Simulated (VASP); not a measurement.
A run of VASP 6.6.1:

File INCAR:

```
  ALGO = Normal
  EDIFF = 1E-6
  EDIFFG = -0.005
  ENCUT = 600
  IBRION = 2
  ISIF = 3
  ISMEAR = 0
  LASPH = T
  LCHARG = F
  LREAL = F
  LWAVE = F
  NELM = 80
  NSW = 100
  PREC = Accurate
  SIGMA = 0.02
```

Contents of KPOINTS:

```
k-points
0
Gamma
  6 6 4
```

File POSCAR:

```
SiO2
1.0
    5.0690738885      0.0000000000      0.0000000000
   -2.5345369442      4.3899467611      0.0000000000
    0.0000000000      0.0000000000      8.5584885400
Si O
4 8
Direct
    0.6666666700      0.3333333300      0.9371258000
    0.6666666700      0.3333333300      0.5628742000
    0.3333333300      0.6666666700      0.0628742000
    0.3333333300      0.6666666700      0.4371258000
    0.0000000000      0.4212587400      0.0000000000
    0.4212587400      0.4212587400      0.5000000000
    0.5787412600      0.0000000000      0.5000000000
    0.5787412600      0.5787412600      0.0000000000
    0.0000000000      0.5787412600      0.5000000000
    0.6666666700      0.3333333300      0.7500000000
    0.3333333300      0.6666666700      0.2500000000
    0.4212587400      0.0000000000      0.0000000000
```

Potentials or basis: VASP PAW LDA potentials, release 64 (Si, O).

Launch:

```sh
$ cat potpaw_LDA.64/Si/POTCAR potpaw_LDA.64/O/POTCAR > POTCAR
$ mpirun -np 1 vasp_std > vasp.out
```

Hardware: 1 thread of AMD EPYC 9R45 96-Core Processor (Zen 5) (shared host).

Estimate the wall time of this run.

Run time: 20 min on 1 thread of AMD EPYC 9R45 96-Core Processor (Zen 5) (shared host), peak memory 0.31 GiB. Counts: scf iterations 150, k points 21, ion steps 26.
